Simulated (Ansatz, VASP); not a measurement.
One calculation of Sb, two programs

The input POSCAR:

```
Sb
1.0
    0.0000000000      3.5644072798      3.5644072798
    3.5644072798      0.0000000000      3.5644072798
    3.5644072798      3.5644072798      0.0000000000
Sb
2
Direct
    0.1250000000      0.1250000000      0.1250000000
    0.8750000000      0.8750000000      0.8750000000
```

Contents of INCAR.step1:

```
SYSTEM = Sb
PREC = Accurate
ENCUT = 550
ISMEAR = -1
SIGMA = 0.1
LREAL = .FALSE.
LASPH = .TRUE.
NELM = 120
NBANDS = 12
GGA = PE
ALGO = Normal
EDIFF = 1E-5
LWAVE = .TRUE.
LCHARG = .FALSE.
GGA_COMPAT = .FALSE.
```

INCAR.step2

```
SYSTEM = Sb
PREC = Accurate
ENCUT = 550
EDIFF = 1E-6
ISMEAR = -1
SIGMA = 0.1
LREAL = .FALSE.
LASPH = .TRUE.
NELM = 120
ALGO = Normal
ISIF = 2
LWAVE = .FALSE.
LCHARG = .TRUE.
METAGGA = R2SCAN
LMIXTAU = .TRUE.
LELF = .TRUE.
LVHAR = .TRUE.
NBANDS = 12
ISTART = 1
GGA_COMPAT = .FALSE.
```

File KPOINTS:

```
regular mesh
0
G
  9 9 9
  0 0 0
```

Input for Ansatz:

```yaml
crystal:
  lattice:
    - [0.0, 3.5644072798, 3.5644072798]
    - [3.5644072798, 0.0, 3.5644072798]
    - [3.5644072798, 3.5644072798, 0.0]
  atoms:
    - { symbol: Sb, position: [0.125, 0.125, 0.125] }
    - { symbol: Sb, position: [0.875, 0.875, 0.875] }
hamiltonian:
  xc: r2scan
  pseudopotentials:
    kind: paw
    azcp:
      Sb: "pseudopotentials/Sb.paw.azcp"
basis:
  ecutwfc: 500
  fft_grid_basis: typed
kpoints:
  mp_grid: { grid: [9, 9, 9], shift: [0, 0, 0] }
magnetization:
  spin_polarized: false
scf:
  occupations: { method: fermi_dirac, width: 0.1 }
  lower_state_search: "off"
output:
  stress: true
  write_density: true
  write_potential: true
  elf: true
  volumetric_format: npy
```

Alike in both runs: task single point; functional r2SCAN; k mesh 9 × 9 × 9; occupations fermi-dirac, width 0.1 eV; no spin polarisation.

|  | VASP | Ansatz |
| --- | --- | --- |
| version | VASP 6.6.1 | Ansatz 0.2.0 |
| potentials or method | VASP PAW PBE potentials, release 64 (Sb), cutoff 550 eV | plane waves (500 eV) with PAW, scalar-relativistic |
| valence electrons in the cell | 10 | 30 |

```csv
,VASP,Ansatz,Ansatz less VASP
pressure (GPa),-2.3,-2.3,-0.01
```

VASP's potentials were made for PBE, not for r2SCAN. VASP's potentials hold 10 valence electrons a cell and Ansatz's 30, so a difference there can come from the potentials and not from the codes.

Neither program's run includes spin-orbit coupling.
